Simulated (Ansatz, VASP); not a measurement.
**Au: VASP beside Ansatz**

```
CELL_PARAMETERS angstrom
1.41131 -2.55593 0.00000
1.41131 2.55593 0.00000
0.00000 0.00000 4.89317
ATOMIC_POSITIONS crystal
Au 0.66533 0.33467 0.25000
Au 0.33467 0.66533 0.75000
```

Alike in both runs: task single point; functional PBE; k mesh 1 × 1 × 3; occupations gaussian, width 0.1 eV; no spin polarisation.

|  | VASP | Ansatz |
| --- | --- | --- |
| version | VASP 6.6.1 | Ansatz 0.2.0 |
| potentials or method | VASP PAW PBE potentials, release 64 (Au_sv_GW), cutoff 540 eV | scalar-relativistic, plane waves, PAW |
| valence electrons in the cell | 38 | 38 |

|  | VASP | Ansatz | Ansatz less VASP |
| --- | --- | --- | --- |
| gap on the k mesh at the Fermi level (eV) | none | none | - |
| rms of the force components (eV/Å) | 0.005 | 0.008 | +0.0029 |

Atom by atom the forces differ by 0.003 eV/Å (rms over components). A gap of «none» marks a metal or a gap that the smearing closes. With one functional, cell and mesh, what is left measures potentials, basis and numerics.

The k mesh is coarse, so the values compare programs but aren't converged. Spin-orbit coupling is off throughout.
